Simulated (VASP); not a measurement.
Runs of VASP 6.6.1 on TiC. The structure is that of space group Fm-3m (No. 225), or close to it. The cells are those of the table. 

```csv
level,potentials or basis,U,cell,smearing,gap on the mesh (eV),pressure (GPa)
LDA,"VASP PAW LDA potentials, release 64 (Ti_sv, C)",-,"a = 3.103 Å, angles 60.0°, 2 atoms",fermi-dirac 0.05 eV,none,-20.4
r2SCAN,"VASP PAW PBE potentials, release 64 (Ti_sv, C)",-,"a = 3.021 Å, angles 60.0°, 2 atoms",fermi-dirac 0.05 eV,none,(a)
revPBE+D3(BJ),"VASP PAW PBE potentials, release 64 (Ti_sv, C)",-,"a = 3.020 Å, angles 60.0°, 2 atoms",fermi-dirac 0.05 eV,none,0.2
PBEsol+U,"VASP PAW PBE potentials, release 64 (Ti_sv, C)",Ti d U = 2.0 eV,"a = 3.063 Å, angles 60.0°, 2 atoms",fermi-dirac 0.05 eV,none,-0.8
revPBE+D3(BJ),"VASP PAW PBE potentials, release 64 (Ti_sv, C)",-,"a = 3.019 Å, angles 60.0°, 2 atoms",tetrahedron,none,0.2
```

Alike in all rows: task single point; no spin polarisation; k mesh 11 × 11 × 11; cutoff (eV) 520.

Q: Estimate the missing entries.

A: (a) 11.9.

Caveats: the PAW data sets were made with another functional, which shifts forces and pressure a little (some runs); pairwise dispersion overbinds metals, which lowers pressure and volume (some runs); U without spin polarisation on a metal has little footing (some runs); the U is typed as a test and isn't derived for this compound (some runs); tetrahedron occupations give inexact forces and stress in metals (some runs).

A gap of «none» marks levels without a gap at the run's occupations.
